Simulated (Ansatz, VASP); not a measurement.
CdI2: VASP beside Ansatz

```
Cd I
1.0
     4.29101    0.00000    0.00000
    -2.14551    3.71612    0.00000
     0.00000    0.00000    7.30358
Cd I
1 2
Direct
  0.00000 0.00000 0.00000
  0.33333 0.66667 0.23579
  0.66667 0.33333 0.76421
```

Alike in both runs: task single point; functional PBE; dispersion D4; k mesh 6 × 6 × 2; no spin polarisation.

|  | VASP | Ansatz |
| --- | --- | --- |
| version | VASP 6.6.1 | Ansatz 0.2.0 |
| potentials or method | VASP PAW PBE potentials, release 64 (Cd, I), cutoff 500 eV | scalar-relativistic, plane waves, PAW |
| occupations | gaussian, width 0.01 eV | fixed |
| valence electrons in the cell | 26 | 54 |

Ansatz gave:

| Quantity | Value |
| --- | --- |
| gap on the k mesh at the Fermi level (eV) | 2.40 |
| least direct gap on the mesh (eV) | 2.55 |
| pressure (GPa) | -0.8 |
| rms of the force components (eV/Å) | 0.011 |

Task: What did VASP give for the same quantities?

Result: gap on the k mesh at the Fermi level (eV): 2.39; least direct gap on the mesh (eV): 2.54; pressure (GPa): -0.7; rms of the force components (eV/Å): 0.019.

Atom by atom the forces differ by 0.008 eV/Å (rms over components). VASP's potentials hold 26 valence electrons a cell and Ansatz's 54, so a difference there can come from the potentials and not from the codes.

The k mesh is coarse, so the values compare programs but aren't converged. Neither program's run includes spin-orbit coupling.
